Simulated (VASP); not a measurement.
A run of VASP 6.6.1:

INCAR

```
SYSTEM = Cu
PREC = Accurate
ENCUT = 520
EDIFF = 1E-7
ISMEAR = 0
SIGMA = 0.1
LREAL = .False.
LASPH = .True.
NELM = 80
ALGO = Fast
ISIF = 2
LWAVE = .False.
LCHARG = .False.
GGA = PE
NBANDS = 18
```

KPOINTS

```
Automatic mesh
0
Gamma
  15 15 8
  0 0 0
```

POSCAR

```
Cu
1.0
    2.5680103728      0.0000000000      0.0000000000
   -1.2840051864      2.2239622200      0.0000000000
    0.0000000000      0.0000000000      4.1935281578
Cu
2
Direct
    0.3333333333      0.6666666667      0.2500000000
    0.6666666667      0.3333333333      0.7500000000
```

Potentials or basis: VASP PAW PBE potentials, release 64 (Cu).

The run is started by

```sh
$ cat potpaw_PBE.64/Cu/POTCAR > POTCAR
$ mpirun -np 1 vasp_std > vasp.out
```

Hardware: 1 thread of AMD EPYC 7R13 (shared host).

Task: How long does it take, and how much memory?

Result: Wall time 2.8 min on 1 thread of AMD EPYC 7R13, with other jobs on the host, peak memory 0.14 GiB. Counts: scf iterations 16, k points 135.
